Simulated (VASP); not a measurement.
# CaV3 (Pm-3m) in VASP: further runs

Runs on CaV3. Level: PBE. Tasks: single point, relaxation of cell and atoms.

All numbers are computed with VASP 6.6.1; they aren't measurements. Logs are shortened: lines on timing, memory, paths and dates and some standing lists are left out, and cuts for length are marked.

## (1) The cell of the first run

The structure is cubic, space group Pm-3m (No. 221). The conventional cell has a = 4.100 Å, b = 4.100 Å, c = 4.100 Å, α = 90.00°, β = 90.00°, γ = 90.00°. Ca (site symmetry m-3m) has 12 V at 2.90 Å within 3.8 Å. Within 3.8 Å of V (site symmetry 4/mmm) lie 4 Ca at 2.90 Å and 8 V at 2.90 Å.

## (2) Single point, PBE, collinear spin, ferromagnetic start

The input, INCAR:

```
  PREC = Accurate
  ENCUT = 520
  EDIFF = 1E-7
  ISMEAR = 0
  SIGMA = 0.1
  LREAL = False
  LASPH = True
  NELM = 150
  ALGO = Normal
  ISIF = 2
  LWAVE = False
  LCHARG = True
  ISPIN = 2
  MAGMOM = 0 0.36 0.36 0.36
  LORBIT = 11
  LMAXMIX = 4
  GGA = PE
  LELF = True
  LVHAR = True
  NBANDS = 36
```

The input, KPOINTS:

```
regular mesh
0
Gamma
  4 4 4
```

The input, POSCAR:

```
CaV3
1.0
    4.1000671979      0.0000000000      0.0000000000
    0.0000000000      4.1000671979      0.0000000000
    0.0000000000      0.0000000000      4.1000671979
Ca V
1 3
Direct
    0.0000000000      0.0000000000      0.0000000000
    0.0000000000      0.5000000000      0.5000000000
    0.5000000000      0.0000000000      0.5000000000
    0.5000000000      0.5000000000      0.0000000000
```

Potentials or basis: VASP PAW PBE potentials, release 64 (Ca_sv, V_sv).

On the command line:

```
> cat potpaw_PBE.64/Ca_sv/POTCAR potpaw_PBE.64/V_sv/POTCAR > POTCAR
> mpirun -np 1 vasp_std > vasp.out
```

OUTCAR:

```text
PREC = Accurate
   ENCUT = 520
   EDIFF = 1E-7
   ISMEAR = 0
   LREAL = False
   LASPH = True
   NELM = 150
   ISIF = 2
   ISPIN = 2
   LORBIT = 11
   GGA = PE

 ion  position               nearest neighbor table
   1  0.000  0.000  0.000-   2 2.90   3 2.90   4 2.90   2 2.90   3 2.90   2 2.90   4 2.90   2 2.90
                             3 2.90   4 2.90   3 2.90   4 2.90
   2  0.000  0.500  0.500-   1 2.90   3 2.90   4 2.90   1 2.90   4 2.90   1 2.90   3 2.90   1 2.90
                             3 2.90   4 2.90   4 2.90   3 2.90
   3  0.500  0.000  0.500-   1 2.90   2 2.90   4 2.90   1 2.90   4 2.90   2 2.90   4 2.90   4 2.90
                             1 2.90   2 2.90   1 2.90   2 2.90
   4  0.500  0.500  0.000-   1 2.90   2 2.90   3 2.90   2 2.90   3 2.90   1 2.90   3 2.90   3 2.90
                             1 2.90   2 2.90   2 2.90   1 2.90

  LATTYP: Found a simple cubic cell.
 ALAT       =     4.1000671979

  Lattice vectors:

 A1 = (   4.1000671979,   0.0000000000,   0.0000000000)
 A2 = (   0.0000000000,   4.1000671979,   0.0000000000)
 A3 = (   0.0000000000,   0.0000000000,   4.1000671979)

Analysis of symmetry for initial positions (statically):
=====================================================================
 Subroutine PRICEL returns:
 Original cell was already a primitive cell.

 Routine SETGRP: Setting up the symmetry group for a
 simple cubic supercell.

 Subroutine GETGRP returns: Found 48 space group operations
 (whereof 48 operations were pure point group operations)
 out of a pool of 48 trial point group operations.

The static configuration has the point symmetry O_h .

Analysis of symmetry for dynamics (positions and initial velocities):
=====================================================================
 Subroutine PRICEL returns:
 Original cell was already a primitive cell.

 Routine SETGRP: Setting up the symmetry group for a
 simple cubic supercell.

 Subroutine GETGRP returns: Found 48 space group operations
 (whereof 48 operations were pure point group operations)
 out of a pool of 48 trial point group operations.

The dynamic configuration has the point symmetry O_h .

Analysis of structural, dynamic, and magnetic symmetry:
=====================================================================
 Subroutine PRICEL returns:
 Original cell was already a primitive cell.

 Routine SETGRP: Setting up the symmetry group for a
 simple cubic supercell.

 Subroutine GETGRP returns: Found 48 space group operations
 (whereof 48 operations were pure point group operations)
 out of a pool of 48 trial point group operations.

The overall configuration has the point symmetry O_h .

 Subroutine INISYM returns: Found 48 space group operations
 (whereof 48 operations are pure point group operations),
 and found     1 'primitive' translations

----------------------------------------------------------------------------------------

                                     Primitive cell

  volume of cell :      68.9244

  direct lattice vectors                    reciprocal lattice vectors
     4.100067198  0.000000000  0.000000000     0.243898442  0.000000000  0.000000000
     0.000000000  4.100067198  0.000000000     0.000000000  0.243898442  0.000000000
     0.000000000  0.000000000  4.100067198     0.000000000  0.000000000  0.243898442

  length of vectors
     4.100067198  4.100067198  4.100067198     0.243898442  0.243898442  0.243898442

  position of ions in fractional coordinates (direct lattice)
     0.000000000  0.000000000  0.000000000
     0.000000000  0.500000000  0.500000000
     0.500000000  0.000000000  0.500000000
     0.500000000  0.500000000  0.000000000

  ion indices of the primitive-cell ions
   primitive index   ion index
                 1           1
                 2           2
                 3           3
                 4           4

----------------------------------------------------------------------------------------

 KPOINTS: regular mesh

Automatic generation of k-mesh.
 Grid dimensions read from file:
 generate k-points for:    4    4    4

 Generating k-lattice:

  Cartesian coordinates                     Fractional coordinates (reciprocal lattice)
     0.060974610  0.000000000  0.000000000     0.250000000  0.000000000  0.000000000
     0.000000000  0.060974610  0.000000000     0.000000000  0.250000000  0.000000000
     0.000000000  0.000000000  0.060974610     0.000000000  0.000000000  0.250000000

  Length of vectors
     0.060974610  0.060974610  0.060974610

  Shift w.r.t. Gamma in fractional coordinates (k-lattice)
     0.000000000  0.000000000  0.000000000

 Subroutine IBZKPT returns following result:
 ===========================================

 Found     10 irreducible k-points:

 Following reciprocal coordinates:
            Coordinates               Weight
  0.000000  0.000000  0.000000      1.000000
  0.250000  0.000000  0.000000      6.000000
  0.500000  0.000000  0.000000      3.000000
  0.250000  0.250000  0.000000     12.000000
  0.500000  0.250000  0.000000     12.000000
  0.500000  0.500000  0.000000      3.000000
  0.250000  0.250000  0.250000      8.000000
  0.500000  0.250000  0.250000     12.000000
  0.500000  0.500000  0.250000      6.000000
  0.500000  0.500000  0.500000      1.000000
   k-points           NKPTS =     10   k-points in BZ     NKDIM =     10   number of bands    NBANDS=     36
   number of dos      NEDOS =    301   number of ions     NIONS =      4
   total plane-waves  NPLWV =  27000
   dimension x,y,z NGX =    30 NGY =   30 NGZ =   30
   dimension x,y,z NGXF=    60 NGYF=   60 NGZF=   60
   ions per type =               1   3
   NGX,Y,Z   is equivalent  to a cutoff of  12.16, 12.16, 12.16 a.u.
   NGXF,Y,Z  is equivalent  to a cutoff of  24.33, 24.33, 24.33 a.u.
 SYSTEM =  unknown system
   PREC   = accura    normal or accurate (medium, high low for compatibility)
   ISTART =      0    job   : 0-new  1-cont  2-samecut
   ICHARG =      2    charge: 1-file 2-atom 10-const
   ISPIN  =      2    spin polarized calculation?
   LNONCOLLINEAR =      F non collinear calculations
   LSORBIT =      F    spin-orbit coupling
   LASPH  =      T    aspherical Exc in radial PAW
   ENCUT  =  520.0 eV  38.22 Ry    6.18 a.u.   7.62  7.62  7.62*2*pi/ulx,y,z
   NELM   =    150;   NELMIN=  2; NELMDL= -5     # of ELM steps
   EDIFF  = 0.1E-06   stopping-criterion for ELM
   LREAL  =      F    real-space projection
   EDIFFG = 0.1E-05   stopping-criterion for IOM
   NSW    =      0    number of steps for IOM
   IBRION =     -1    ionic relax: 0-MD 1-quasi-New 2-CG
   NFREE  =      0    steps in history (QN), initial steepest desc. (CG)
   ISIF   =      2    stress and relaxation
   ISYM   =      2    0-nonsym 1-usesym 2-fastsym
   POTIM  = 0.5000    time-step for ionic-motion
   TEBEG  =    0.0;   TEEND  =   0.0 temperature during run
   PSTRESS=    0.0 pullay stress
   NELECT =      49.0000    total number of electrons
   NUPDOWN=      -1.0000    fix difference up-down
   EMIN   =  10.00;   EMAX   =-10.00  energy-range for DOS
   EFERMI =   0.00;   METHOD = LEGACY
   ISMEAR =     0;   SIGMA  =   0.10  broadening in eV -4-tet -1-fermi 0-gaus
   EFERMI_NEDOS =   21; number of points for ismear=-14 and -15
   IALGO  =     38    algorithm
   IMIX   =      4    mixing-type and parameters
     AMIX     =   0.40;   BMIX     =  1.00
     AMIX_MAG =   1.60;   BMIX_MAG =  1.00
  volume/ion in A,a.u.               =      17.23       116.28
  Fermi-wavevector in a.u.,A,eV,Ry     =   1.461109  2.761095 29.046246  2.134839
  Thomas-Fermi vector in A             =   2.577479
   LORBIT       =     11    0 simple, 1 ext, 2 COOP (PROOUT), +10 PAW based schemes
   GGA     = PE    functional components
   LHFCALC =     F    Hartree Fock is set to
   AEXX    =    0.0000 exact exchange contribution
   IVDW    =     0    specifies the selected vdW correction
   LEPSILON=     F    determine dielectric tensor
   LRPA    =     F    only Hartree local field effects (RPA)
 spin polarized calculation
 Gauss-broadening in eV      SIGMA  =   0.10
  energy-cutoff  :      520.00
  volume of cell :       68.92
 maximum number of plane-waves:      1871
   NGX = 15   NGY = 15   NGZ = 15

 number of electron      48.9999979 magnetization       1.2864271

 Free energy of the ion-electron system (eV)
  ---------------------------------------------------
  ext. energy  EPLUGINS =         0.00000000
  ---------------------------------------------------
  free energy    TOTEN  =       -24.98975491 eV

  energy without entropy =      -24.96375384  energy(sigma->0) =      -24.97675437

 E-fermi :   7.0694     XC(G=0): -11.4725

 val. band max:        7.0142075291   @ k =   0.5000   0.2500   0.0000
 cond. band min:       7.0881330359   @ k =   0.2500   0.2500   0.2500
 fundamental gap:      0.0739255068
 Fermi energy:         7.0694379812

 spin component 1

 k-point     1 :       0.0000    0.0000    0.0000
  band No.  band energies     occupation
      1     -57.2105      1.00000
      2     -57.1428      1.00000
      3     -57.1428      1.00000
      4     -32.1989      1.00000
      5     -31.1514      1.00000
      6     -31.1514      1.00000
[... 379 lines left out ...]
     35       9.2409      0.00000
     36      11.3685      0.00000
 Fermi energy:         7.0694379812

 spin component 2

 k-point     1 :       0.0000    0.0000    0.0000
  band No.  band energies     occupation
      1     -56.8817      1.00000
      2     -56.8136      1.00000
      3     -56.8136      1.00000
      4     -32.1823      1.00000
      5     -30.8303      1.00000
      6     -30.8303      1.00000
[... 379 lines left out ...]
     35       9.5568      0.00000
     36      11.6061      0.00000

------------------------ aborting loop because EDIFF is reached ----------------------------------------

  FORCE on cell =-STRESS in cart. coord.  units (eV):
  Direction    XX          YY          ZZ          XY          YZ          ZX
  --------------------------------------------------------------------------------------
  -------------------------------------------------------------------------------------
  Total        0.0116674      0.0116674      0.0116674      0.0000000     -0.0000000      0.0000000
  in kB        0.2712146      0.2712146      0.2712146      0.0000000     -0.0000000      0.0000000
  external PRESSURE =       0.2712146 kB  Pullay stress =       0.0000000 kB

 VOLUME and BASIS-vectors are now :
 -----------------------------------------------------------------------------
  energy-cutoff  :      520.00
  volume of cell :       68.92
      direct lattice vectors                 reciprocal lattice vectors
     4.100067198  0.000000000  0.000000000     0.243898442  0.000000000  0.000000000
     0.000000000  4.100067198  0.000000000     0.000000000  0.243898442  0.000000000
     0.000000000  0.000000000  4.100067198     0.000000000  0.000000000  0.243898442

 POSITION                                       TOTAL-FORCE (eV/Angst)
 -----------------------------------------------------------------------------------
      0.00000      0.00000      0.00000         0.000000      0.000000      0.000000
      0.00000      2.05003      2.05003         0.000000      0.000000      0.000000
      2.05003      0.00000      2.05003         0.000000      0.000000      0.000000
      2.05003      2.05003      0.00000         0.000000      0.000000      0.000000
 -----------------------------------------------------------------------------------
    total drift:                                0.000000      0.000000     -0.000000

  FREE ENERGIE OF THE ION-ELECTRON SYSTEM (eV)
  ---------------------------------------------------
  free  energy   TOTEN  =       -24.9897549087 eV

  energy  without entropy=      -24.9637538394  energy(sigma->0) =      -24.97675437

 total charge

# of ion       s       p       d       tot
------------------------------------------
    1        2.111   5.870   0.458   8.439
    2        2.310   6.132   2.979  11.421
    3        2.310   6.132   2.979  11.421
    4        2.310   6.132   2.979  11.421
--------------------------------------------------
tot          9.043  24.265   9.394  42.702

 magnetization (x)

# of ion       s       p       d       tot
------------------------------------------
    1       -0.002   0.017  -0.002   0.013
    2        0.006   0.012   0.329   0.347
    3        0.006   0.012   0.329   0.347
    4        0.006   0.012   0.329   0.347
--------------------------------------------------
tot          0.016   0.053   0.986   1.055
```

Run time: 29 s. Hardware: 1 thread of Intel Xeon 6975P-C (Granite Rapids), shared host; peak memory 0.2 GiB.

What came out:

```yaml
Free_energy: -24.9898 eV
Pressure: 0.0 GPa
Net_moment: 1.29 μB per cell
Site_moments: Ca +0.01; V +0.35 μB
Valence_electrons_inside_the_program's_atomic_spheres: Ca 8.44; V 11.42
```

Caveat: the k points lie up to 0.38 Å⁻¹ apart.

## (3) Relaxation of cell and atoms, PBE, collinear spin, ferromagnetic start

This run uses another cell than the first one, of 16.35 Å³/atom, 0.949 times its volume.

The input, INCAR:

```
PREC = Accurate
ENCUT = 600
EDIFF = 1E-6
ISMEAR = 0
SIGMA = 0.1
LREAL = False
LASPH = True
NELM = 150
ALGO = Normal
ISIF = 3
LWAVE = False
LCHARG = False
ISPIN = 2
MAGMOM = 0 0.36 0.36 0.36
LORBIT = 11
LMAXMIX = 4
GGA = PE
IBRION = 2
NSW = 90
EDIFFG = -0.04
```

The input, KPOINTS:

```
Automatic mesh
0
Gamma
  4 4 4
```

The input, POSCAR:

```
CaV3
1.0
    4.0289177148      0.0000000000      0.0000000000
    0.0000000000      4.0289177148      0.0000000000
    0.0000000000      0.0000000000      4.0289177148
Ca V
1 3
Direct
    0.0000000000      0.0000000000      0.0000000000
    0.0000000000      0.5000000000      0.5000000000
    0.5000000000      0.0000000000      0.5000000000
    0.5000000000      0.5000000000      0.0000000000
```

Potentials or basis: VASP PAW PBE potentials, release 64 (Ca_sv, V_sv).

On the command line:

```
> cat potpaw_PBE.64/Ca_sv/POTCAR potpaw_PBE.64/V_sv/POTCAR > POTCAR
> mpirun -np 1 vasp_std > vasp.out
```

Run time: 1.7 min. Hardware: 1 thread of AMD EPYC 7R43 (Zen 3), shared host; peak memory 0.19 GiB.

The run converged. Its results:

| Item | Value |
| --- | --- |
| Free energy | -24.9886 eV |
| Relaxed volume | 17.24 Å³/atom |
| Relaxed cell | a = 4.100 Å, b = 4.100 Å, c = 4.100 Å, α = 90.00°, β = 90.00°, γ = 90.00° |
| Space group after relaxing (to 0.05 Å) | Pm-3m (No. 221) |
| Energy gained by relaxing | 14.0 meV/atom |
| Ionic steps | 3 |
| Pressure after relaxing | 0.0 GPa |
| Net moment | 1.29 μB per cell |
| Site moments | Ca +0.01; V +0.35 μB |
| Valence electrons inside the program's atomic spheres | Ca 8.44; V 11.42 |

The path:
```csv
step,energy change (eV),largest force (eV/Å),pressure (GPa),volume (Å³)
1,0.0000,0.0000,5.27,65.40
2,-0.0450,0.0000,-2.07,70.63
3,-0.0560,0.0000,0.01,68.95
```

Final structure:
```
Ca V
1.0
     4.10049    0.00000    0.00000
     0.00000    4.10049    0.00000
     0.00000    0.00000    4.10049
Ca V
1 3
Direct
  0.00000 0.00000 0.00000
  0.00000 0.50000 0.50000
  0.50000 0.00000 0.50000
  0.50000 0.50000 0.00000
```

Levels at points of the mesh, in eV from the Fermi level:
Spin up:
| k point | band 22 | band 23 | band 24 | band 25 | band 26 | band 27 | band 28 | band 29 |
| --- | --- | --- | --- | --- | --- | --- | --- | --- |
| (0.00, 0.00, 0.00) | -1.88 | -1.88 | 0.41 | 0.41 | 0.41 | 1.65 | 1.65 | 2.16 |
| (0.50, 0.00, 0.00) | -0.73 | -0.73 | -0.53 | -0.53 | -0.41 | 0.39 | 0.75 | 0.94 |
| (0.50, 0.50, 0.00) | -0.61 | -0.61 | -0.53 | -0.43 | -0.43 | 0.05 | 0.54 | 0.64 |
| (0.50, 0.50, 0.50) | -0.14 | -0.14 | 0.18 | 0.48 | 0.48 | 0.48 | 0.76 | 0.76 |
Spin down:
```
           k point  band 19  band 20  band 21  band 22  band 23  band 24  band 25  band 26  band 27  band 28
(0.00, 0.00, 0.00)    -2.43    -2.30    -1.56    -1.56    -1.56     0.78     0.78     0.78     1.87     1.87
(0.50, 0.00, 0.00)    -1.47    -1.29    -0.89    -0.39    -0.39    -0.24    -0.24    -0.07     0.62     0.95
(0.50, 0.50, 0.00)    -1.81    -1.28    -0.70    -0.38    -0.38    -0.15    -0.13    -0.13     0.23     0.77
(0.50, 0.50, 0.50)    -2.50    -1.80     0.13     0.13     0.13     0.32     0.68     0.68     0.68     1.14
```

Caveat: the k points lie up to 0.38 Å⁻¹ apart in the final cell.
